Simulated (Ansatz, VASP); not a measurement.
# One calculation of HfSi3O8, two programs

```
CELL_PARAMETERS angstrom
4.43672 0.00000 0.00000
0.00000 4.43672 0.00000
0.00000 0.00000 6.99694
ATOMIC_POSITIONS crystal
Hf 0.50000 0.50000 0.50000
Si 0.00000 0.00000 0.00000
Si 0.50000 0.00000 0.75000
Si 0.00000 0.50000 0.25000
O 0.37662 0.75000 0.62500
O 0.87662 0.25000 0.12500
O 0.75000 0.87662 0.87500
O 0.25000 0.37662 0.37500
O 0.62338 0.25000 0.62500
O 0.12338 0.75000 0.12500
O 0.25000 0.12338 0.87500
O 0.75000 0.62338 0.37500
```

Alike in both runs: task single point; functional PBE; k mesh 4 × 4 × 4; occupations gaussian, width 0.1 eV; no spin polarisation.

```csv
,VASP,Ansatz
version,VASP 6.6.1,Ansatz 0.2.0
potentials or method,"VASP PAW PBE potentials, release 64 (Hf_pv, Si, O), cutoff 520 eV","scalar-relativistic, plane waves, PAW"
valence electrons in the cell,70,86
```

Ansatz gave:

* gap on the k mesh at the Fermi level (eV): 5.83
* least direct gap on the mesh (eV): 6.05
* rms of the force components (eV/Å): 9.965

What did VASP give for the same quantities?

gap on the k mesh at the Fermi level (eV): 5.65; least direct gap on the mesh (eV): 5.93; rms of the force components (eV/Å): 10.681.

Atom by atom the forces differ by 0.728 eV/Å (rms over components). With one functional, cell and mesh, what is left measures potentials, basis and numerics. VASP's potentials hold 70 valence electrons a cell and Ansatz's 86, so a difference there can come from the potentials and not from the codes.

Spin-orbit coupling is off throughout.
